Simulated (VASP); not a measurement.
Set up this calculation in VASP 6.6.1, as the native input.

```
Task                   : single point
Functional             : PBE
Dispersion             : D3(BJ)
Potentials or basis    : VASP PAW PBE potentials, release 64 (Ba_sv, Te)
Cutoff                 : 520 eV
k mesh                 : 4 × 4 × 4
Occupations            : gaussian, width 0.01 eV
Spin                   : no spin polarisation
Dipole correction      : no
Further INCAR settings : ALGO = Normal; EDIFF = 1e-06; NBANDS = 15
```

The structure of BaTe lies in POSCAR:

```
BaTe
1.0
    0.0000000000      3.5323793130      3.5323793130
    3.5323793130      0.0000000000      3.5323793130
    3.5323793130      3.5323793130      0.0000000000
Ba Te
1 1
Direct
    0.0000000000      0.0000000000      0.0000000000
    0.5000000000      0.5000000000      0.5000000000
```

The input as run:

INCAR

```
SYSTEM = BaTe
ALGO = Normal
EDIFF = 1E-6
ENCUT = 520
GGA = PE
ISIF = 2
ISMEAR = 0
IVDW = 12
LASPH = .TRUE.
LCHARG = .TRUE.
LELF = .TRUE.
LREAL = .FALSE.
LVHAR = .TRUE.
LWAVE = .FALSE.
NBANDS = 15
NELM = 100
PREC = Accurate
SIGMA = 0.01
```

KPOINTS

```
k-points
0
G
  4 4 4
  0 0 0
```

Potentials or basis: VASP PAW PBE potentials, release 64 (Ba_sv, Te).

Run with:

```bash
$ cat potpaw_PBE.64/Ba_sv/POTCAR potpaw_PBE.64/Te/POTCAR > POTCAR
$ mpirun -np 1 vasp_std > vasp.out
```

Results of the run:

```json
{"Pressure": "-0.8 GPa", "Band gap on the k mesh": "1.57 eV (least direct gap 1.95 eV)", "Dispersion energy per atom": "-0.303 eV"}
```

Caveat: spin-orbit coupling is left out, which moves the levels of the heavy elements.

It took 28 s on 1 thread of Intel Xeon 8259CL, on a shared host, peak memory 0.24 GiB.
